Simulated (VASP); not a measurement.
# C in VASP: a series of runs

The runs below take C through single point, with PBE.

Program: VASP 6.6.1. These are calculated values, not measurements. Logs are shortened: lines on timing, memory, paths and dates and some standing lists are left out, and cuts for length are marked.

**1. The cell of the first run**

The cell holds a slab with vacuum, 19 atoms: a = 7.398 Å, b = 7.398 Å, c = 12.000 Å, α = 90.00°, β = 90.00°, γ = 120.00°.

**2. Single point, PBE, collinear spin**

INCAR reads:

```
  PREC = Accurate
  ENCUT = 520
  EDIFF = 1E-6
  ISMEAR = 0
  SIGMA = 0.05
  LREAL = Auto
  LASPH = T
  NELM = 150
  ALGO = Normal
  ISIF = 2
  LWAVE = F
  LCHARG = F
  ISPIN = 2
  MAGMOM = 0 0 0 0 0 0 0 0 0 0 0 0 0 0 0 0 0 0 0.13
  LORBIT = 11
  GGA = PE
  NBANDS = 57
```

KPOINTS reads:

```
regular mesh
0
Gamma
  2 2 1
```

POSCAR reads:

```
C
1.0
    7.3980000000      0.0000000000      0.0000000000
   -3.6990000000      6.4068560000      0.0000000000
    0.0000000000      0.0000000000     12.0000000000
C
19
Direct
   -0.0046782038     -0.0055670051      0.0812729167
    0.2164191480      0.1034468388      0.0800105000
   -0.0030605931      0.3296801114      0.0771427500
    0.2165113189      0.4342491856      0.0810671667
   -0.0026167503      0.6632563616      0.0896314167
    0.2190347941      0.7743615589      0.0937105833
    0.3286791170     -0.0064811820      0.0841437500
    0.5530386507      0.1089991721      0.0765503333
    0.3261406292      0.3247154298      0.0781315000
    0.5497839013      0.4386432284      0.0829700833
    0.3294216596      0.6567086883      0.1020863333
    0.5592238910      0.7821806827      0.0887717500
    0.6670936190      0.0044889412      0.0719561667
    0.8858783387      0.1086944985      0.0737759167
    0.6635787537      0.3305243633      0.0800177500
    0.8851164791      0.4407325528      0.0829697500
    0.6628625409      0.6593311915      0.0868850000
    0.8858911322      0.7729131106      0.0877029167
    0.4935575273      0.7153775580      0.2087029167
```

Potentials or basis: VASP PAW PBE potentials, release 64 (C).

Run with:

```bash
cat potpaw_PBE.64/C/POTCAR > POTCAR
mpirun -np 1 vasp_std > vasp.out
```

OUTCAR:

```text
PREC = Accurate
   ENCUT = 520
   EDIFF = 1E-6
   ISMEAR = 0
   LREAL = Auto
   LASPH = T
   NELM = 150
   ISIF = 2
   ISPIN = 2
   LORBIT = 11
   GGA = PE

 ion  position               nearest neighbor table
   1  0.995  0.994  0.081-   2 1.42  18 1.42  14 1.44
   2  0.216  0.103  0.080-   1 1.42   9 1.42   7 1.42
   3  0.997  0.330  0.077-   4 1.41  14 1.42  16 1.43
   4  0.217  0.434  0.081-   9 1.40   3 1.41  11 1.45
   5  0.997  0.663  0.090-  18 1.42   6 1.42  16 1.43
   6  0.219  0.774  0.094-   7 1.41   5 1.42  11 1.46
   7  0.329  0.994  0.084-   6 1.41   2 1.42   8 1.44
   8  0.553  0.109  0.077-  13 1.40  15 1.42   7 1.44
   9  0.326  0.325  0.078-   4 1.40   2 1.42  10 1.43
  10  0.550  0.439  0.083-  17 1.41  15 1.42   9 1.43
  11  0.329  0.657  0.102-   4 1.45   6 1.46  12 1.48  19 1.67
  12  0.559  0.782  0.089-  13 1.44  17 1.45  11 1.48  19 1.52
  13  0.667  0.004  0.072-   8 1.40  14 1.40  12 1.44
  14  0.886  0.109  0.074-  13 1.40   3 1.42   1 1.44
  15  0.664  0.331  0.080-  16 1.42   8 1.42  10 1.42
  16  0.885  0.441  0.083-  15 1.42   5 1.43   3 1.43
  17  0.663  0.659  0.087-  10 1.41  18 1.43  12 1.45
  18  0.886  0.773  0.088-   5 1.42   1 1.42  17 1.43
  19  0.494  0.715  0.209-  12 1.52  11 1.67

  LATTYP: Found a hexagonal cell.
 ALAT       =     7.3980000000
 C/A-ratio  =     1.6220600162

  Lattice vectors:

 A1 = (   7.3980000000,   0.0000000000,   0.0000000000)
 A2 = (  -3.6990000000,   6.4068560000,   0.0000000000)
 A3 = (   0.0000000000,   0.0000000000,  12.0000000000)

Analysis of symmetry for initial positions (statically):
=====================================================================
 Subroutine PRICEL returns:
 Original cell was already a primitive cell.

 Routine SETGRP: Setting up the symmetry group for a
 hexagonal supercell.

 Subroutine GETGRP returns: Found  1 space group operations
 (whereof  1 operations were pure point group operations)
 out of a pool of 24 trial point group operations.

The static configuration has the point symmetry C_1 .

Analysis of symmetry for dynamics (positions and initial velocities):
=====================================================================
 Subroutine PRICEL returns:
 Original cell was already a primitive cell.

 Routine SETGRP: Setting up the symmetry group for a
 hexagonal supercell.

 Subroutine GETGRP returns: Found  1 space group operations
 (whereof  1 operations were pure point group operations)
 out of a pool of 24 trial point group operations.

The dynamic configuration has the point symmetry C_1 .

Analysis of structural, dynamic, and magnetic symmetry:
=====================================================================
 Subroutine PRICEL returns:
 Original cell was already a primitive cell.

 Routine SETGRP: Setting up the symmetry group for a
 hexagonal supercell.

 Subroutine GETGRP returns: Found  1 space group operations
 (whereof  1 operations were pure point group operations)
 out of a pool of 24 trial point group operations.

The overall configuration has the point symmetry C_1 .

 Subroutine INISYM returns: Found  1 space group operations
 (whereof  1 operations are pure point group operations),
 and found     1 'primitive' translations

----------------------------------------------------------------------------------------

                                     Primitive cell

  volume of cell :     568.7750

  direct lattice vectors                    reciprocal lattice vectors
     7.398000000  0.000000000  0.000000000     0.135171668  0.078041398  0.000000000
    -3.699000000  6.406856000  0.000000000     0.000000000  0.156082796  0.000000000
[... 76 lines left out ...]
  0.000000  0.000000  0.000000      1.000000
  0.500000  0.000000  0.000000      1.000000
  0.000000  0.500000  0.000000      1.000000
  0.500000  0.500000  0.000000      1.000000
   k-points           NKPTS =      4   k-points in BZ     NKDIM =      4   number of bands    NBANDS=     57
   number of dos      NEDOS =    301   number of ions     NIONS =     19
   total plane-waves  NPLWV = 282240
   dimension x,y,z NGX =    56 NGY =   56 NGZ =   90
   dimension x,y,z NGXF=   112 NGYF=  112 NGZF=  180
   ions per type =              19
   NGX,Y,Z   is equivalent  to a cutoff of  12.58, 12.58, 12.47 a.u.
   NGXF,Y,Z  is equivalent  to a cutoff of  25.17, 25.17, 24.94 a.u.
 SYSTEM =  unknown system
   PREC   = accura    normal or accurate (medium, high low for compatibility)
   ISTART =      0    job   : 0-new  1-cont  2-samecut
   ICHARG =      2    charge: 1-file 2-atom 10-const
   ISPIN  =      2    spin polarized calculation?
   LNONCOLLINEAR =      F non collinear calculations
   LSORBIT =      F    spin-orbit coupling
   LASPH  =      T    aspherical Exc in radial PAW
   ENCUT  =  520.0 eV  38.22 Ry    6.18 a.u.  13.76 13.76 22.31*2*pi/ulx,y,z
   NELM   =    150;   NELMIN=  2; NELMDL= -5     # of ELM steps
   EDIFF  = 0.1E-05   stopping-criterion for ELM
   LREAL  =      T    real-space projection
   EDIFFG = 0.1E-04   stopping-criterion for IOM
   NSW    =      0    number of steps for IOM
   IBRION =     -1    ionic relax: 0-MD 1-quasi-New 2-CG
   NFREE  =      0    steps in history (QN), initial steepest desc. (CG)
   ISIF   =      2    stress and relaxation
   ISYM   =      2    0-nonsym 1-usesym 2-fastsym
   POTIM  = 0.5000    time-step for ionic-motion
   TEBEG  =    0.0;   TEEND  =   0.0 temperature during run
   PSTRESS=    0.0 pullay stress
   NELECT =      76.0000    total number of electrons
   NUPDOWN=      -1.0000    fix difference up-down
   EMIN   =  10.00;   EMAX   =-10.00  energy-range for DOS
   EFERMI =   0.00;   METHOD = LEGACY
   ISMEAR =     0;   SIGMA  =   0.05  broadening in eV -4-tet -1-fermi 0-gaus
   EFERMI_NEDOS =   21; number of points for ismear=-14 and -15
   IALGO  =     38    algorithm
   IMIX   =      4    mixing-type and parameters
     AMIX     =   0.40;   BMIX     =  1.00
     AMIX_MAG =   1.60;   BMIX_MAG =  1.00
  volume/ion in A,a.u.               =      29.94       202.01
  Fermi-wavevector in a.u.,A,eV,Ry     =   0.836949  1.581605  9.530667  0.700484
  Thomas-Fermi vector in A             =   1.950758
   LORBIT       =     11    0 simple, 1 ext, 2 COOP (PROOUT), +10 PAW based schemes
   GGA     = PE    functional components
   LHFCALC =     F    Hartree Fock is set to
   AEXX    =    0.0000 exact exchange contribution
   IVDW    =     0    specifies the selected vdW correction
   LEPSILON=     F    determine dielectric tensor
   LRPA    =     F    only Hartree local field effects (RPA)
 spin polarized calculation
 Gauss-broadening in eV      SIGMA  =   0.05
  energy-cutoff  :      520.00
  volume of cell :      568.78
 maximum number of plane-waves:     15363
 NGX is ok and might be reduce to    56
   NGX = 27   NGY = 27   NGZ = 45

 number of electron      75.9999997 magnetization       0.0001685

 number of electron      75.9999997 magnetization      -0.0001943

 Free energy of the ion-electron system (eV)
  ---------------------------------------------------
  ext. energy  EPLUGINS =         0.00000000
  ---------------------------------------------------
  free energy    TOTEN  =      -168.42908516 eV

  energy without entropy =     -168.41531921  energy(sigma->0) =     -168.42220218

 E-fermi :  -2.0222     XC(G=0):  -3.8229

 val. band max:       -2.0300191489   @ k =   0.5000   0.0000   0.0000
 cond. band min:      -2.0145035094   @ k =   0.0000   0.0000   0.0000
 fundamental gap:      0.0155156395
 Fermi energy:        -2.0222356214

 spin component 1

 k-point     1 :       0.0000    0.0000    0.0000
  band No.  band energies     occupation
      1     -21.9617      1.00000
      2     -20.1717      1.00000
      3     -19.0922      1.00000
      4     -19.0404      1.00000
      5     -18.9752      1.00000
      6     -18.9328      1.00000
[... 201 lines left out ...]
     49       3.9353      0.00000
     50       4.1013      0.00000
 Fermi energy:        -2.0222356214

 spin component 2

 k-point     1 :       0.0000    0.0000    0.0000
  band No.  band energies     occupation
      1     -21.9617      1.00000
      2     -20.1717      1.00000
      3     -19.0922      1.00000
      4     -19.0404      1.00000
      5     -18.9753      1.00000
      6     -18.9328      1.00000
[... 201 lines left out ...]
     49       3.9353      0.00000
     50       4.1019      0.00000
 [bands above 50 left out]

------------------------ aborting loop because EDIFF is reached ----------------------------------------

  FORCE on cell =-STRESS in cart. coord.  units (eV):
  Direction    XX          YY          ZZ          XY          YZ          ZX
  --------------------------------------------------------------------------------------
  -------------------------------------------------------------------------------------
  Total        0.6964850      8.8816960     -0.1730126      0.7001603     -0.0052592     -0.6941799
  in kB        1.9619224     25.0187697     -0.4873577      1.9722752     -0.0148145     -1.9554290
  external PRESSURE =       8.8311115 kB  Pullay stress =       0.0000000 kB

 VOLUME and BASIS-vectors are now :
 -----------------------------------------------------------------------------
  energy-cutoff  :      520.00
  volume of cell :      568.78
      direct lattice vectors                 reciprocal lattice vectors
     7.398000000  0.000000000  0.000000000     0.135171668  0.078041398  0.000000000
    -3.699000000  6.406856000  0.000000000     0.000000000  0.156082796  0.000000000
     0.000000000  0.000000000 12.000000000     0.000000000  0.000000000  0.083333333

 POSITION                                       TOTAL-FORCE (eV/Angst)
 -----------------------------------------------------------------------------------
      3.68498      6.37119      0.97528         0.058925      0.010171     -0.016991
      1.21842      0.66277      0.96013        -0.011504     -0.004314     -0.000995
      6.15587      2.11221      0.92571         0.039119      0.013865     -0.043848
     -0.00454      2.78217      0.97281         0.012789     -0.076446     -0.064265
      4.92526      4.24939      1.07558         0.055572      0.000658     -0.017458
     -1.24394      4.96122      1.12453        -0.018454      0.035851      0.047020
[... 11 lines left out ...]
      3.69482      4.95194      1.05244         0.004767      0.006944     -0.075163
      1.00516      4.58332      2.50444        -0.478437     -0.001719     -0.093618
 -----------------------------------------------------------------------------------
    total drift:                                0.000656     -0.021329     -0.001293

  FREE ENERGIE OF THE ION-ELECTRON SYSTEM (eV)
  ---------------------------------------------------
  free  energy   TOTEN  =      -168.4290851598 eV

  energy  without entropy=     -168.4153192057  energy(sigma->0) =     -168.42220218

 total charge

# of ion       s       p       d       tot
------------------------------------------
    1        0.862   1.785   0.000   2.646
    2        0.864   1.791   0.000   2.655
    3        0.864   1.801   0.000   2.665
    4        0.869   1.781   0.000   2.650
    5        0.862   1.791   0.000   2.654
    6        0.860   1.767   0.000   2.627
[... 11 lines left out ...]
   18        0.864   1.784   0.000   2.648
   19        1.004   1.219   0.000   2.223
--------------------------------------------------
tot         16.502  33.434   0.000  49.935

 magnetization (x)

# of ion       s       p       d       tot
------------------------------------------
    1        0.000   0.000   0.000   0.000
    2        0.000  -0.000   0.000  -0.000
    3        0.000   0.000   0.000   0.000
    4       -0.000  -0.000   0.000  -0.000
    5        0.000   0.000   0.000   0.000
    6       -0.000  -0.000   0.000  -0.000
[... 11 lines left out ...]
   18       -0.000  -0.000   0.000  -0.000
   19        0.000   0.000   0.000   0.000
--------------------------------------------------
tot         -0.000  -0.000   0.000  -0.000
```

Wall time 13 min (1 thread of Intel Xeon Platinum 8259CL at 2.50GHz (Skylake/Cascade Lake), shared host); peak memory 0.85 GiB.

What came out:

| Quantity | Value |
| --- | --- |
| Free energy | -168.4291 eV |
| Largest force | 0.488 eV/Å |
| Band gap on the k mesh | 0.02 eV, indirect (least direct gap 0.21 eV) |
| Net moment | 0.00 μB per cell |
| Valence electrons inside the program's atomic spheres | C 2.65, 2.67, 2.63, 2.66, 2.64, 2.62, 2.69, 2.22 |

Forces on the atoms (eV/Å):
```
C    0.059  0.010 -0.017
C   -0.012 -0.004 -0.001
C    0.039  0.014 -0.044
C    0.013 -0.076 -0.064
C    0.056  0.001 -0.017
C   -0.018  0.036  0.047
C    0.018 -0.030  0.034
C    0.051 -0.011  0.025
C   -0.028 -0.010 -0.021
C   -0.010  0.081  0.037
C    0.092 -0.108  0.300
C    0.068  0.118  0.132
C    0.021  0.040 -0.060
C   -0.019 -0.016 -0.032
C    0.088  0.015  0.031
C   -0.019 -0.023 -0.001
C    0.075 -0.042 -0.179
C    0.005  0.007 -0.075
C   -0.478 -0.002 -0.094
```

Caveat: the k points lie up to 0.49 Å⁻¹ apart.

**3. Single point, PBE, collinear spin**

INCAR reads:

```
SYSTEM = C
PREC = Accurate
ENCUT = 520
EDIFF = 1E-7
ISMEAR = 0
SIGMA = 0.05
LREAL = Auto
LASPH = .TRUE.
NELM = 150
ALGO = Normal
ISIF = 2
LWAVE = .FALSE.
LCHARG = .FALSE.
ISPIN = 2
MAGMOM = 0 0 0 0 0 0 0 0 0 0 0 0 0 0 0 0 0 0 0.13
LORBIT = 11
GGA = PE
NBANDS = 57
```

KPOINTS reads:

```
Automatic mesh
0
G
  2 2 1
  0 0 0
```

POSCAR reads:

```
C
1.0
    7.3980000000      0.0000000000      0.0000000000
   -3.6990000000      6.4068560000      0.0000000000
    0.0000000000      0.0000000000     12.0000000000
C
19
Direct
   -0.0048629733     -0.0062842055      0.0837670000
    0.2173070595      0.1037419914      0.0797000833
   -0.0031429653      0.3304794114      0.0797012500
    0.2188525411      0.4391311433      0.0828698333
   -0.0039985503      0.6631513179      0.0881582500
    0.2169772003      0.7727027110      0.0861800000
    0.3291161579     -0.0053719016      0.0807521667
    0.5527366507      0.1084216658      0.0740259167
    0.3288879962      0.3252431458      0.0784642500
    0.5478108334      0.4339541891      0.0812015833
    0.3259985343      0.6594726025      0.0859935833
    0.5522005431      0.7815213890      0.0912435833
    0.6672027295      0.0039293844      0.0734552500
    0.8858314922      0.1087811245      0.0770512500
    0.6626750471      0.3293557714      0.0768914167
    0.8855993231      0.4405087300      0.0823242500
    0.6583215543      0.6565390263      0.1030005833
    0.8861430241      0.7745980244      0.0925552500
    0.5637757378      0.7163800778      0.2101640000
```

Potentials or basis: VASP PAW PBE potentials, release 64 (C).

Run with:

```bash
cat potpaw_PBE.64/C/POTCAR > POTCAR
mpirun -np 1 vasp_std > vasp.out
```

It took 14 min on 1 thread of Intel Xeon Platinum 8259CL at 2.50GHz (Skylake/Cascade Lake), shared host; peak memory 0.86 GiB.

It converged, with:

| Property | Result |
| --- | --- |
| Free energy | -168.4962 eV |
| Largest force | 0.452 eV/Å |
| Band gap on the k mesh | zero (filled and empty bands overlap) |
| Net moment | 0.00 μB per cell |
| Site moments | C +0.00, -0.01, +0.04, +0.03, -0.02, -0.00, +0.01, -0.13 μB |
| Valence electrons inside the program's atomic spheres | C 2.65, 2.66, 2.64, 2.67, 2.63, 2.68, 2.62, 2.23 |

Forces on the atoms (eV/Å):
```
C   -0.049  0.060  0.021
C   -0.025  0.010  0.005
C   -0.031 -0.013  0.026
C    0.034 -0.051  0.014
C   -0.109 -0.005 -0.013
C    0.034  0.011 -0.090
C   -0.015 -0.009 -0.036
C    0.030 -0.057 -0.034
C   -0.086  0.002 -0.004
C    0.047  0.006 -0.015
C   -0.076  0.089 -0.170
C   -0.096  0.017 -0.030
C   -0.086 -0.005  0.001
C    0.038  0.012  0.037
C   -0.036  0.039 -0.034
C   -0.017 -0.012 -0.004
C   -0.007 -0.021  0.165
C    0.012 -0.050  0.049
C    0.438 -0.025  0.112
```

Levels at points of the mesh, in eV from the Fermi level:
Spin up:
```tsv
k point	band 36	band 37	band 38	band 39	band 40	band 41
(0.00, 0.00, 0.00)	-1.79	-0.68	-0.12	-0.07	1.04	1.86
(0.50, 0.00, 0.00)	-2.41	-2.03	-0.52	0.49	1.68	2.39
(0.00, 0.50, 0.00)	-2.41	-1.94	-0.41	0.47	1.70	2.41
(0.50, 0.50, 0.00)	-2.42	-2.02	0.07	0.54	1.06	2.26
```
Spin down:
| k point | band 36 | band 37 | band 38 | band 39 | band 40 | band 41 |
| --- | --- | --- | --- | --- | --- | --- |
| (0.00, 0.00, 0.00) | -1.83 | -0.73 | -0.26 | 0.11 | 0.59 | 1.88 |
| (0.50, 0.00, 0.00) | -2.37 | -2.10 | -0.62 | 0.12 | 1.72 | 2.40 |
| (0.00, 0.50, 0.00) | -2.37 | -2.01 | -0.57 | 0.19 | 1.71 | 2.41 |
| (0.50, 0.50, 0.00) | -2.38 | -2.11 | -0.23 | 0.37 | 1.01 | 2.29 |

Caveat: the k points lie up to 0.49 Å⁻¹ apart.
